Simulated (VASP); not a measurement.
Input of a VASP 6.6.1 run:

File POSCAR:

```
S
1.0
    1.7933131876      1.0353698516      8.6669701098
   -1.7933131876      1.0353698516      8.6669701098
    0.0000000000     -2.0707397033      8.6669701098
S
3
Direct
    0.0000000000      0.0000000000      0.0000000000
    0.2222200000      0.2222200000      0.2222200000
    0.7777800000      0.7777800000      0.7777800000
```

Contents of INCAR.step1:

```
SYSTEM = S
PREC = Accurate
ENCUT = 520
ISMEAR = 0
SIGMA = 0.1
LREAL = .FALSE.
LASPH = .TRUE.
NELM = 100
NBANDS = 16
GGA = PE
ALGO = Normal
EDIFF = 1E-4
LWAVE = .TRUE.
LCHARG = .FALSE.
```

The input INCAR.step2:

```
SYSTEM = S
PREC = Accurate
ENCUT = 520
EDIFF = 1E-7
ISMEAR = 0
SIGMA = 0.1
LREAL = .FALSE.
LASPH = .TRUE.
NELM = 100
ALGO = Normal
ISIF = 2
LWAVE = .FALSE.
LCHARG = .FALSE.
METAGGA = R2SCAN
LMIXTAU = .TRUE.
NBANDS = 16
ISTART = 1
```

Contents of KPOINTS:

```
regular mesh
0
G
  6 6 6
  0 0 0
```

Potentials or basis: VASP PAW PBE potentials, release 64 (S).

Command:

```bash
$ cat potpaw_PBE.64/S/POTCAR > POTCAR
$ cp INCAR.step1 INCAR
$ mpirun -np 1 vasp_std > vasp.out
$ cp INCAR.step2 INCAR
$ mpirun -np 1 vasp_std > vasp.out
```

Question: Predict the pressure.

Answer: -11.4 GPa.

Question: Estimate the largest force.

Answer: 0.021 eV/Å.

Question: Estimate the band gap on the k mesh.

Answer: Zero (band 9 reaches 0.35 eV, above the bottom of band 10 at -0.85 eV).

Forces in eV/Å, atoms in the order of the input:
```
S    0.000  0.000  0.000
S    0.000  0.000 -0.021
S    0.000  0.000  0.021
```

Caveat: the PAW data sets were made with another functional, which shifts forces and pressure a little.
